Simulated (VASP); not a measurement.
Write the native input for VASP 6.6.1 that does the following.

* Task: single point
* Functional: LDA
* Potentials or basis: VASP PAW LDA potentials, release 64 (Be)
* Cutoff: 520 eV
* k mesh: 16 × 16 × 9
* Occupations: methfessel-paxton, width 0.01 eV
* Spin: no spin polarisation
* Dipole correction: no
* Further INCAR settings: ALGO = Normal; EDIFF = 1e-07; NBANDS = 9

The structure of Be lies in POSCAR:

```
Be
1.0
    2.2295160349      0.0000000000      0.0000000000
   -1.1147580175      1.9308175243      0.0000000000
    0.0000000000      0.0000000000      3.5083258361
Be
2
Direct
    0.3333333333      0.6666666667      0.2500000000
    0.6666666667      0.3333333333      0.7500000000
```

One way to write it, as run:

INCAR

```
  PREC = Accurate
  ENCUT = 520
  EDIFF = 1E-7
  ISMEAR = 1
  SIGMA = 0.01
  LREAL = F
  LASPH = T
  NELM = 80
  ALGO = Normal
  ISIF = 2
  LWAVE = F
  LCHARG = T
  LELF = T
  LVHAR = T
  NBANDS = 9
```

KPOINTS

```
regular mesh
0
Gamma
  16 16 9
```

Potentials or basis: VASP PAW LDA potentials, release 64 (Be).

Command:

```bash
$ cat potpaw_LDA.64/Be/POTCAR > POTCAR
$ mpirun -np 1 vasp_std > vasp.out
```

Results of the run:

The pressure is 0.4 GPa and the band gap on the k mesh is zero (band 2 reaches 8.05 eV, above the bottom of band 3 at 6.47 eV).

Wall time 6.3 s on 1 thread of Intel(R) Xeon(R) 6975P-C (Granite Rapids), on a shared host, peak memory 0.12 GiB.
